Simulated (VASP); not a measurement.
Input of a VASP 6.6.1 run:

INCAR

```
PREC = Accurate
ENCUT = 520
EDIFF = 1E-6
ISMEAR = 0
SIGMA = 0.05
LREAL = False
LASPH = True
NELM = 60
ALGO = Normal
ISIF = 2
LWAVE = False
LCHARG = True
GGA = PE
LELF = True
LVHAR = True
NBANDS = 18
```

Contents of KPOINTS:

```
Automatic mesh
0
Gamma
  14 14 14
```

Contents of POSCAR:

```
Si2Mo
1.0
   -1.5851787313      1.5851787313      3.8912105428
    1.5851787313     -1.5851787313      3.8912105428
    1.5851787313      1.5851787313     -3.8912105428
Si Mo
2 1
Direct
    0.3345069689      0.3345069689      0.0000000000
    0.6654930311      0.6654930311      0.0000000000
    0.0000000000      0.0000000000      0.0000000000
```

Potentials or basis: VASP PAW PBE potentials, release 64 (Si, Mo_sv).

Command:

```console
$ cat potpaw_PBE.64/Si/POTCAR potpaw_PBE.64/Mo_sv/POTCAR > POTCAR
$ mpirun -np 1 vasp_std > vasp.out
```

(1) Estimate the largest force.

(2) What does it give for the band gap on the k mesh?

(3) Predict the pressure.

Results:

(1) 0.008 eV/Å.

(2) zero (band 11 reaches 13.21 eV, above the bottom of band 12 at 12.21 eV).

(3) 9.3 GPa.
